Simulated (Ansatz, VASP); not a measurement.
# MgO: VASP beside Ansatz

File INCAR:

```
SYSTEM = MgO
ALGO = Normal
EDIFF = 1E-6
ENCUT = 750
GGA_COMPAT = .FALSE.
ISIF = 2
ISMEAR = 0
LASPH = .TRUE.
LCHARG = .FALSE.
LREAL = .FALSE.
LWAVE = .FALSE.
NBANDS = 24
NELM = 120
PREC = Accurate
SIGMA = 0.01
```

Contents of KPOINTS:

```
k-points
0
G
  7 7 4
  0 0 0
```

POSCAR

```
MgO
1.0
    3.3077870000      0.0000000000      0.0000000000
   -1.6538930000      2.8646280000      0.0000000000
    0.0000000000      0.0000000000      4.9828820000
Mg O
2 2
Direct
    0.3333333333      0.6666666667      0.0021600000
    0.6666666667      0.3333333333      0.5021600000
    0.3333333333      0.6666666667      0.4024400000
    0.6666666667      0.3333333333      0.9024400000
```

Input for Ansatz:

```yaml
crystal:
  lattice:
    - [3.307787, 0.0, 0.0]
    - [-1.653893, 2.864628, 0.0]
    - [0.0, 0.0, 4.982882]
  atoms:
    - { symbol: Mg, position: [0.3333333333333333, 0.6666666666666666, 0.00216] }
    - { symbol: Mg, position: [0.6666666666666666, 0.3333333333333333, 0.50216] }
    - { symbol: O, position: [0.3333333333333333, 0.6666666666666666, 0.4024400000000001] }
    - { symbol: O, position: [0.6666666666666666, 0.3333333333333333, 0.9024399999999999] }
basis:
  ecutwfc: 450.0
kpoints:
  mp_grid:
    grid: [7, 7, 4]
hamiltonian:
  xc: lda
scf:
  convergence:
    dr2_threshold: 1.0e-07
  occupations:
    method: fixed
output:
  stress: true
```

Alike in both runs: task single point; functional LDA; k mesh 7 × 7 × 4; no spin polarisation.

|  | VASP | Ansatz |
| --- | --- | --- |
| version | VASP 6.6.1 | Ansatz 0.2.0 |
| potentials or method | VASP PAW LDA potentials, release 64 (Mg_sv, O), cutoff 750 eV | plane waves, PAW |
| occupations | gaussian, width 0.01 eV | fixed |
| valence electrons in the cell | 32 | 32 |

```tsv
	VASP	Ansatz	Ansatz less VASP
pressure (GPa)	-4.3	-4.3	+0.02
traceless stress, the component that is largest in VASP (GPa)	0.22	0.33	+0.107
```

LDA's correlation is that of Perdew and Zunger in VASP and of Perdew and Wang (1992) in Ansatz. Ansatz's warnings: stress scf threshold loose.
